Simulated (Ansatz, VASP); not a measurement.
Br in VASP and in Ansatz

```xyz
2
Lattice="0.0000 3.5007 3.5007 3.5007 0.0000 3.5007 3.5007 3.5007 0.0000" Properties=species:S:1:pos:R:3 pbc="T T T"
Br    0.0000    0.0000    0.0000
Br    1.7504    1.7504    1.7504
```

Alike in both runs: functional PBE; k mesh 14 × 14 × 14; occupations fermi-dirac, width 0.05 eV; no spin polarisation.

Ansatz relaxed the structure, and its values are those at the end. VASP's run is a single point on that final structure, the one shown.

|  | VASP | Ansatz |
| --- | --- | --- |
| version | VASP 6.6.1 | Ansatz 0.2.0 |
| potentials or method | VASP PAW PBE potentials, release 64 (Br) | PAW with Ansatz's earlier generated frozen-core files (soft_1), scalar-relativistic |
| plane-wave cutoff (eV) | 520 | 420 |
| valence electrons in the cell | 14 | 14 |

```tsv
	VASP	Ansatz	Ansatz less VASP
pressure (GPa)	0.0	0.0	-0.01
```
